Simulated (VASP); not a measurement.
# BaMg2Re2 (P4/nmm) in VASP: settings compared

BaMg2Re2 is run at these levels: r2SCAN, r2SCAN+U; tasks: single point.

Everything below comes from runs of VASP 6.6.1. Logs are shortened: lines on timing, memory, paths and dates and some standing lists are left out, and cuts for length are marked.

**1. The cell of the first run**

It takes space group P4/nmm (No. 129, tetragonal). The conventional cell has a = 4.553 Å, b = 4.553 Å, c = 11.028 Å, α = 90.00°, β = 90.00°, γ = 90.00°. Re (site symmetry 4mm) has 5 Mg at 2.60 to 2.71 Å and 4 Ba at 3.48 Å within 3.5 Å. Within 3.6 Å of Re (site symmetry -4m2) lie 4 Mg at 2.70 Å and 4 Re at 3.22 Å and 4 Ba at 3.55 Å. Within 3.7 Å of Mg (site symmetry -4m2) lie 4 Re at 2.71 Å and 4 Mg at 3.22 Å and 4 Ba at 3.60 Å. Within 3.5 Å of Mg (site symmetry 4mm) lie 5 Re at 2.60 to 2.70 Å and 4 Ba at 3.46 Å. Ba (site symmetry 4mm) has 9 Mg at 3.46 to 4.17 Å and 9 Re at 3.48 to 4.26 Å and 4 Ba at 4.55 Å within 4.6 Å.

**2. Single point, r2SCAN**

File POSCAR:

```
BaMg2Re2
1.0
    4.5531280000      0.0000000000      0.0000000000
    0.0000000000      4.5531280000      0.0000000000
    0.0000000000      0.0000000000     11.0276760000
Re Mg Ba
4 4 2
Direct
    0.0000000000      0.5000000000      0.8670000000
    0.5000000000      0.0000000000      0.1330000000
    0.0000000000      0.0000000000      0.5000000000
    0.5000000000      0.5000000000      0.5000000000
    0.0000000000      0.0000000000      0.0000000000
    0.5000000000      0.5000000000      0.0000000000
    0.0000000000      0.5000000000      0.6310000000
    0.5000000000      0.0000000000      0.3690000000
    0.0000000000      0.5000000000      0.2530000000
    0.5000000000      0.0000000000      0.7470000000
```

File INCAR.step1:

```
SYSTEM = BaMg2Re2
PREC = Accurate
ENCUT = 520
ISMEAR = -1
SIGMA = 0.1
LREAL = .False.
LASPH = .True.
NELM = 100
NBANDS = 39
GGA = PE
ALGO = Normal
EDIFF = 1E-4
LWAVE = .True.
LCHARG = .False.
```

File INCAR.step2:

```
SYSTEM = BaMg2Re2
PREC = Accurate
ENCUT = 520
EDIFF = 1E-7
ISMEAR = -1
SIGMA = 0.1
LREAL = .False.
LASPH = .True.
NELM = 100
ALGO = Normal
ISIF = 2
LWAVE = .False.
LCHARG = .False.
METAGGA = R2SCAN
LMIXTAU = .True.
NBANDS = 39
ISTART = 1
```

File KPOINTS:

```
Automatic mesh
0
Gamma
  4 4 2
  0 0 0
```

Potentials or basis: VASP PAW PBE potentials, release 64 (Re, Mg, Ba_sv).

The run is started by

```sh
$ cat potpaw_PBE.64/Re/POTCAR potpaw_PBE.64/Mg/POTCAR potpaw_PBE.64/Ba_sv/POTCAR > POTCAR
$ cp INCAR.step1 INCAR
$ mpirun -np 1 vasp_std > vasp.out
$ cp INCAR.step2 INCAR
$ mpirun -np 1 vasp_std > vasp.out
```

OUTCAR:

```text
SYSTEM = BaMg2Re2
   PREC = Accurate
   ENCUT = 520
   EDIFF = 1E-7
   ISMEAR = -1
   LREAL = .False.
   LASPH = .True.
   NELM = 100
   ISIF = 2
   METAGGA = R2SCAN
   ISTART = 1

 ion  position               nearest neighbor table
   1  0.000  0.500  0.867-   7 2.60   6 2.71   5 2.71   5 2.71   6 2.71  10 3.48  10 3.48  10 3.48
                            10 3.48
   2  0.500  0.000  0.133-   8 2.60   6 2.71   5 2.71   6 2.71   5 2.71   9 3.48   9 3.48   9 3.48
                             9 3.48
   3  0.000  0.000  0.500-   7 2.70   8 2.70   7 2.70   8 2.70   4 3.22   4 3.22   4 3.22   4 3.22
                             9 3.55  10 3.55  10 3.55   9 3.55
   4  0.500  0.500  0.500-   7 2.70   8 2.70   8 2.70   7 2.70   3 3.22   3 3.22   3 3.22   3 3.22
                             9 3.55  10 3.55   9 3.55  10 3.55
   5  0.000  0.000  0.000-   1 2.71   2 2.71   1 2.71   2 2.71   6 3.22   6 3.22   6 3.22   6 3.22
                             9 3.60  10 3.60  10 3.60   9 3.60
   6  0.500  0.500  0.000-   1 2.71   2 2.71   2 2.71   1 2.71   5 3.22   5 3.22   5 3.22   5 3.22
                             9 3.60  10 3.60   9 3.60  10 3.60
   7  0.000  0.500  0.631-   1 2.60   3 2.70   4 2.70   3 2.70   4 2.70  10 3.46  10 3.46  10 3.46
                            10 3.46   9 4.17
   8  0.500  0.000  0.369-   2 2.60   3 2.70   4 2.70   4 2.70   3 2.70   9 3.46   9 3.46   9 3.46
                             9 3.46  10 4.17
   9  0.000  0.500  0.253-   8 3.46   8 3.46   8 3.46   8 3.46   2 3.48   2 3.48   2 3.48   2 3.48
                             4 3.55   3 3.55   3 3.55   4 3.55   6 3.60   6 3.60   5 3.60   5 3.60
  10  0.500  0.000  0.747-   7 3.46   7 3.46   7 3.46   7 3.46   1 3.48   1 3.48   1 3.48   1 3.48
                             3 3.55   4 3.55   3 3.55   4 3.55   5 3.60   6 3.60   5 3.60   6 3.60

  LATTYP: Found a simple tetragonal cell.
 ALAT       =     4.5531280000
 C/A-ratio  =     2.4219999965

  Lattice vectors:

 A1 = (   4.5531280000,   0.0000000000,   0.0000000000)
 A2 = (   0.0000000000,   4.5531280000,   0.0000000000)
 A3 = (   0.0000000000,   0.0000000000,  11.0276760000)

Analysis of symmetry for initial positions (statically):
=====================================================================
 Subroutine PRICEL returns:
 Original cell was already a primitive cell.

 Routine SETGRP: Setting up the symmetry group for a
 simple tetragonal supercell.

 Subroutine GETGRP returns: Found 16 space group operations
 (whereof  8 operations were pure point group operations)
 out of a pool of 16 trial point group operations.

The static configuration has the point symmetry D_2d.
 The point group associated with its full space group is D_4h.

Analysis of symmetry for dynamics (positions and initial velocities):
=====================================================================
 Subroutine PRICEL returns:
 Original cell was already a primitive cell.

 Routine SETGRP: Setting up the symmetry group for a
 simple tetragonal supercell.

 Subroutine GETGRP returns: Found 16 space group operations
 (whereof  8 operations were pure point group operations)
 out of a pool of 16 trial point group operations.

The dynamic configuration has the point symmetry D_2d.
 The point group associated with its full space group is D_4h.

 Subroutine INISYM returns: Found 16 space group operations
 (whereof  8 operations are pure point group operations),
 and found     1 'primitive' translations

----------------------------------------------------------------------------------------

                                     Primitive cell

  volume of cell :     228.6145

  direct lattice vectors                    reciprocal lattice vectors
     4.553128000  0.000000000  0.000000000     0.219629231  0.000000000  0.000000000
     0.000000000  4.553128000  0.000000000     0.000000000  0.219629231  0.000000000
     0.000000000  0.000000000 11.027676000     0.000000000  0.000000000  0.090680938

  length of vectors
     4.553128000  4.553128000 11.027676000     0.219629231  0.219629231  0.090680938

  position of ions in fractional coordinates (direct lattice)
     0.000000000  0.500000000  0.867000000
     0.500000000  0.000000000  0.133000000
     0.000000000  0.000000000  0.500000000
     0.500000000  0.500000000  0.500000000
     0.000000000  0.000000000  0.000000000
     0.500000000  0.500000000  0.000000000
[... 28 lines left out ...]
  Cartesian coordinates                     Fractional coordinates (reciprocal lattice)
     0.054907308  0.000000000  0.000000000     0.250000000  0.000000000  0.000000000
     0.000000000  0.054907308  0.000000000     0.000000000  0.250000000  0.000000000
     0.000000000  0.000000000  0.045340469     0.000000000  0.000000000  0.500000000

  Length of vectors
     0.054907308  0.054907308  0.045340469

  Shift w.r.t. Gamma in fractional coordinates (k-lattice)
     0.000000000  0.000000000  0.000000000

 Subroutine IBZKPT returns following result:
 ===========================================

 Found     12 irreducible k-points:

 Following reciprocal coordinates:
            Coordinates               Weight
  0.000000  0.000000  0.000000      1.000000
  0.250000  0.000000  0.000000      4.000000
  0.500000  0.000000  0.000000      2.000000
  0.250000  0.250000  0.000000      4.000000
  0.500000  0.250000  0.000000      4.000000
  0.500000  0.500000  0.000000      1.000000
  0.000000  0.000000  0.500000      1.000000
  0.250000  0.000000  0.500000      4.000000
  0.500000  0.000000  0.500000      2.000000
  0.250000  0.250000  0.500000      4.000000
  0.500000  0.250000  0.500000      4.000000
  0.500000  0.500000  0.500000      1.000000
   k-points           NKPTS =     12   k-points in BZ     NKDIM =     12   number of bands    NBANDS=     39
   number of dos      NEDOS =    301   number of ions     NIONS =     10
   total plane-waves  NPLWV = 108864
   dimension x,y,z NGX =    36 NGY =   36 NGZ =   84
   dimension x,y,z NGXF=    72 NGYF=   72 NGZF=  168
   ions per type =               4   4   2
   NGX,Y,Z   is equivalent  to a cutoff of  13.14, 13.14, 12.66 a.u.
   NGXF,Y,Z  is equivalent  to a cutoff of  26.29, 26.29, 25.33 a.u.
 SYSTEM =  BaMg2Re2
   PREC   = accura    normal or accurate (medium, high low for compatibility)
   ISTART =      1    job   : 0-new  1-cont  2-samecut
   ICHARG =      0    charge: 1-file 2-atom 10-const
   ISPIN  =      1    spin polarized calculation?
   LNONCOLLINEAR =      F non collinear calculations
   LSORBIT =      F    spin-orbit coupling
   LASPH  =      T    aspherical Exc in radial PAW
   ENCUT  =  520.0 eV  38.22 Ry    6.18 a.u.   8.47  8.47 20.50*2*pi/ulx,y,z
   NELM   =    100;   NELMIN=  2; NELMDL=  0     # of ELM steps
   EDIFF  = 0.1E-06   stopping-criterion for ELM
   LREAL  =      F    real-space projection
   EDIFFG = 0.1E-05   stopping-criterion for IOM
   NSW    =      0    number of steps for IOM
   IBRION =     -1    ionic relax: 0-MD 1-quasi-New 2-CG
   NFREE  =      0    steps in history (QN), initial steepest desc. (CG)
   ISIF   =      2    stress and relaxation
   ISYM   =      2    0-nonsym 1-usesym 2-fastsym
   POTIM  = 0.5000    time-step for ionic-motion
   TEBEG  =    0.0;   TEEND  =   0.0 temperature during run
   PSTRESS=    0.0 pullay stress
   NELECT =      56.0000    total number of electrons
   NUPDOWN=      -1.0000    fix difference up-down
   EMIN   =  10.00;   EMAX   =-10.00  energy-range for DOS
   EFERMI =   0.00;   METHOD = LEGACY
   ISMEAR =    -1;   SIGMA  =   0.10  broadening in eV -4-tet -1-fermi 0-gaus
   EFERMI_NEDOS =   21; number of points for ismear=-14 and -15
   IALGO  =     38    algorithm
   IMIX   =      4    mixing-type and parameters
     AMIX     =   0.40;   BMIX     =  1.00
     AMIX_MAG =   1.60;   BMIX_MAG =  1.00
  volume/ion in A,a.u.               =      22.86       154.28
  Fermi-wavevector in a.u.,A,eV,Ry     =   1.024321  1.935687 14.275701  1.049234
  Thomas-Fermi vector in A             =   2.158102
   LORBIT       =      0    0 simple, 1 ext, 2 COOP (PROOUT), +10 PAW based schemes
   METAGGA = R2SCAN    functional components
   LHFCALC =     F    Hartree Fock is set to
   AEXX    =    0.0000 exact exchange contribution
   IVDW    =     0    specifies the selected vdW correction
   LEPSILON=     F    determine dielectric tensor
   LRPA    =     F    only Hartree local field effects (RPA)
 non-spin polarized calculation
  energy-cutoff  :      520.00
  volume of cell :      228.61
 maximum number of plane-waves:      6170
 NGX is ok and might be reduce to    36
   NGX = 17   NGY = 17   NGZ = 41

 number of electron      55.9999993 magnetization

 Free energy of the ion-electron system (eV)
  ---------------------------------------------------
  ext. energy  EPLUGINS =         0.00000000
  ---------------------------------------------------
  free energy    TOTEN  =      -265.97004150 eV

  energy without entropy =     -265.39453900  energy(sigma->0) =     -265.68229025

 E-fermi :   3.2266     XC(G=0): -10.7973

 val. band max:        3.1963743908   @ k =   0.5000   0.5000   0.0000
 cond. band min:       3.2284016942   @ k =   0.5000   0.2500   0.0000
 fundamental gap:      0.0320273034
 Fermi energy:         3.2265852902

 k-point     1 :       0.0000    0.0000    0.0000
  band No.  band energies     occupation
      1     -24.5613      2.00000
      2     -24.5596      2.00000
      3      -9.6212      2.00000
      4      -9.5309      2.00000
      5      -9.4117      2.00000
      6      -9.4117      2.00000
[... 493 lines left out ...]
     38       4.7793      0.00000
     39       4.9003      0.00000

------------------------ aborting loop because EDIFF is reached ----------------------------------------

  FORCE on cell =-STRESS in cart. coord.  units (eV):
  Direction    XX          YY          ZZ          XY          YZ          ZX
  --------------------------------------------------------------------------------------
  -------------------------------------------------------------------------------------
  Total       -3.5289860     -3.5289860     11.5066835      0.0000000      0.0000000     -0.0000000
  in kB      -24.7318614    -24.7318614     80.6412096      0.0000000      0.0000000     -0.0000000
  external PRESSURE =      10.3924956 kB  Pullay stress =       0.0000000 kB

 VOLUME and BASIS-vectors are now :
 -----------------------------------------------------------------------------
  energy-cutoff  :      520.00
  volume of cell :      228.61
      direct lattice vectors                 reciprocal lattice vectors
     4.553128000  0.000000000  0.000000000     0.219629231  0.000000000  0.000000000
     0.000000000  4.553128000  0.000000000     0.000000000  0.219629231  0.000000000
     0.000000000  0.000000000 11.027676000     0.000000000  0.000000000  0.090680938

 POSITION                                       TOTAL-FORCE (eV/Angst)
 -----------------------------------------------------------------------------------
      0.00000      2.27656      9.56100        -0.000000     -0.000000      0.566383
      2.27656      0.00000      1.46668        -0.000000     -0.000000     -0.566383
      0.00000      0.00000      5.51384        -0.000000      0.000000      0.000000
      2.27656      2.27656      5.51384        -0.000000     -0.000000      0.000000
      0.00000      0.00000      0.00000        -0.000000     -0.000000      0.000000
      2.27656      2.27656      0.00000        -0.000000      0.000000      0.000000
      0.00000      2.27656      6.95846        -0.000000      0.000000     -0.137452
      2.27656      0.00000      4.06921        -0.000000     -0.000000      0.137452
      0.00000      2.27656      2.79000        -0.000000     -0.000000     -0.246708
      2.27656      0.00000      8.23767         0.000000     -0.000000      0.246708
 -----------------------------------------------------------------------------------
    total drift:                                0.000000     -0.000000      0.000000

  FREE ENERGIE OF THE ION-ELECTRON SYSTEM (eV)
  ---------------------------------------------------
  free  energy   TOTEN  =      -265.9700414970 eV

  energy  without entropy=     -265.3945390027  energy(sigma->0) =     -265.68229025
```

Run time: 5.2 min. Hardware: 1 thread of Intel Xeon 6975P-C (Granite Rapids), shared host; peak memory 0.42 GiB.

What came out:

```
Free energy            : -265.9700 eV
Pressure               : 1.0 GPa
Largest force          : 0.566 eV/Å
Band gap on the k mesh : zero (bands 28 and 29 overlap by 0.41 eV)
```

Forces in eV/Å, atoms in the order of the input:
```
Re   0.000  0.000  0.566
Re   0.000  0.000 -0.566
Re   0.000  0.000  0.000
Re   0.000  0.000  0.000
Mg   0.000  0.000  0.000
Mg   0.000  0.000  0.000
Mg   0.000  0.000 -0.137
Mg   0.000  0.000  0.137
Ba   0.000  0.000 -0.247
Ba   0.000  0.000  0.247
```

Stress tensor (GPa, compression positive):
```
-2.47  0.00  0.00
 0.00 -2.47  0.00
 0.00  0.00  8.06
```

Levels at points of the mesh, in eV from the Fermi level:
| k point | band 25 | band 26 | band 27 | band 28 | band 29 | band 30 | band 31 | band 32 |
| --- | --- | --- | --- | --- | --- | --- | --- | --- |
| (0.00, 0.00, 0.00) | -0.13 | 0.04 | 0.04 | 0.31 | 0.31 | 0.50 | 0.62 | 1.33 |
| (0.50, 0.00, 0.00) | -0.47 | -0.47 | -0.24 | -0.24 | -0.11 | -0.11 | 0.05 | 0.05 |
| (0.50, 0.50, 0.00) | -0.03 | -0.03 | -0.03 | -0.03 | 0.14 | 0.14 | 0.60 | 0.60 |
| (0.00, 0.00, 0.50) | -0.32 | -0.11 | -0.11 | -0.11 | 0.44 | 0.44 | 1.33 | 1.61 |
| (0.50, 0.00, 0.50) | -0.50 | -0.50 | -0.39 | -0.39 | -0.10 | -0.10 | -0.08 | -0.08 |
| (0.50, 0.50, 0.50) | 0.04 | 0.04 | 0.08 | 0.08 | 0.14 | 0.14 | 0.62 | 0.62 |

Caveat: the stress differs along the axes, from -2 to 8 GPa; the PAW data sets were made with another functional, which shifts forces and pressure a little; spin-orbit coupling is left out, which moves the levels of the heavy elements.

**3. Single point, r2SCAN**

POSCAR is that of step 2.

File INCAR.step1:

```
SYSTEM = BaMg2Re2
PREC     = Accurate       ! precision mode
ENCUT    = 520            ! plane-wave cutoff, eV
ISMEAR   = 1              ! smearing method
SIGMA    = 0.025          ! smearing width, eV
LREAL    = .FALSE.        ! projectors in reciprocal space
LASPH    = .TRUE.         ! aspherical terms in the spheres
NELM     = 80             ! most SCF steps
ISYM     = 0            
NBANDS   = 39             ! bands
GGA      = PE             ! functional
ALGO     = Normal         ! electronic algorithm
EDIFF    = 1E-4           ! SCF threshold, eV
LWAVE    = .TRUE.         ! write WAVECAR
LCHARG   = .FALSE.        ! write CHGCAR
```

File INCAR.step2:

```
SYSTEM = BaMg2Re2
PREC     = Accurate       ! precision mode
ENCUT    = 520            ! plane-wave cutoff, eV
EDIFF    = 1E-6           ! SCF threshold, eV
ISMEAR   = 1              ! smearing method
SIGMA    = 0.025          ! smearing width, eV
LREAL    = .FALSE.        ! projectors in reciprocal space
LASPH    = .TRUE.         ! aspherical terms in the spheres
NELM     = 80             ! most SCF steps
ALGO     = Normal         ! electronic algorithm
ISIF     = 2              ! what is computed and relaxed
LWAVE    = .FALSE.        ! write WAVECAR
LCHARG   = .TRUE.         ! write CHGCAR
METAGGA  = R2SCAN         ! meta-GGA
LMIXTAU  = .TRUE.       
LELF     = .TRUE.         ! ELF
LVHAR    = .TRUE.       
ISYM     = 0            
NBANDS   = 39             ! bands
ISTART   = 1
```

File KPOINTS:

```
Automatic mesh
0
G
  4 4 2
  0 0 0
```

Potentials or basis: VASP PAW PBE potentials, release 64 (Re, Mg, Ba_sv).

The run is started by

```sh
$ cat potpaw_PBE.64/Re/POTCAR potpaw_PBE.64/Mg/POTCAR potpaw_PBE.64/Ba_sv/POTCAR > POTCAR
$ cp INCAR.step1 INCAR
$ mpirun -np 1 vasp_std > vasp.out
$ cp INCAR.step2 INCAR
$ mpirun -np 1 vasp_std > vasp.out
```

It took 13 min on 1 thread of Intel Xeon 6975P-C (Granite Rapids), shared host; peak memory 0.46 GiB.

Results (log left out):

```yaml
Free_energy: -265.6519 eV
Pressure: 0.9 GPa
Largest_force: 0.663 eV/Å
Band_gap_on_the_k_mesh: zero (bands 28 and 29 overlap by 0.40 eV)
```

Forces on the atoms (eV/Å):
```
Re   0.000  0.000  0.663
Re   0.000  0.000 -0.662
Re   0.000  0.000  0.000
Re   0.000  0.000  0.000
Mg   0.000  0.000  0.000
Mg   0.000  0.000  0.000
Mg   0.000  0.000 -0.143
Mg   0.000  0.000  0.144
Ba   0.000  0.000 -0.376
Ba   0.000  0.000  0.376
```

Stress tensor (GPa, compression positive):
```
-2.38  0.00  0.00
 0.00 -2.38  0.00
 0.00  0.00  7.46
```

Levels at points of the mesh, in eV from the Fermi level:
| k point | band 26 | band 27 | band 28 | band 29 | band 30 | band 31 |
| --- | --- | --- | --- | --- | --- | --- |
| (0.00, 0.00, 0.00) | 0.03 | 0.03 | 0.24 | 0.24 | 0.45 | 0.58 |
| (0.50, 0.00, 0.00) | -0.52 | -0.28 | -0.28 | -0.16 | -0.16 | 0.04 |
| (0.00, 0.50, 0.00) | -0.52 | -0.28 | -0.28 | -0.16 | -0.16 | 0.04 |
| (0.50, 0.50, 0.00) | -0.09 | -0.06 | -0.06 | 0.09 | 0.09 | 0.58 |
| (0.00, 0.00, 0.50) | -0.13 | -0.13 | -0.11 | 0.39 | 0.39 | 1.26 |
| (0.50, 0.00, 0.50) | -0.54 | -0.45 | -0.45 | -0.13 | -0.13 | -0.11 |
| (0.00, 0.50, 0.50) | -0.54 | -0.45 | -0.45 | -0.13 | -0.13 | -0.11 |
| (0.50, 0.50, 0.50) | 0.01 | 0.07 | 0.07 | 0.09 | 0.09 | 0.58 |

Caveat: the stress differs along the axes, from -2 to 7 GPa; the PAW data sets were made with another functional, which shifts forces and pressure a little; spin-orbit coupling is left out, which moves the levels of the heavy elements.

(Continued in part 2 of 2.)

The gap in the log of VASP goes by the Fermi energy; the results here count the filled bands.